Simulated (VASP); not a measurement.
A run of VASP 6.6.1 is set up as follows.

INCAR

```
PREC = Accurate
ENCUT = 560
EDIFF = 1E-7
ISMEAR = -1
SIGMA = 0.1
LREAL = F
LASPH = T
NELM = 120
ALGO = Normal
ISIF = 3
LWAVE = F
LCHARG = F
GGA = B5
ALDAX = 1.0
AGGAX = 1.0
AGGAC = 1.0
ALDAC = 0.0
IBRION = 2
NSW = 80
EDIFFG = -0.01
GGA_COMPAT = F
NELMIN = 4
```

Contents of KPOINTS:

```
Automatic mesh
0
Gamma
  5 5 5
```

File POSCAR:

```
Re
1.0
    4.9008704344      0.0000000000      0.0000000000
    0.0000000000      4.9008704344      0.0000000000
    0.0000000000      0.0000000000      4.9008704344
Re
8
Direct
    0.0000000000      0.0000000000      0.0000000000
    0.5000000000      0.5000000000      0.5000000000
    0.2500000000      0.0000000000      0.5000000000
    0.7500000000      0.0000000000      0.5000000000
    0.5000000000      0.2500000000      0.0000000000
    0.5000000000      0.7500000000      0.0000000000
    0.0000000000      0.5000000000      0.2500000000
    0.0000000000      0.5000000000      0.7500000000
```

Potentials or basis: VASP PAW PBE potentials, release 64 (Re_sv_GW).

Command:

```console
$ cat potpaw_PBE.64/Re_sv_GW/POTCAR > POTCAR
$ mpirun -np 1 vasp_std > vasp.out
```

(1) Predict the relaxed cell.

(2) What does it give for the band gap on the k mesh?

Answers

(1) a = 5.016 Å, b = 5.016 Å, c = 5.016 Å, α = 90.00°, β = 90.00°, γ = 90.00°.

(2) zero (bands 60 and 61 overlap by 0.45 eV).

Caveat: spin-orbit coupling is left out, which moves the levels of the heavy elements.
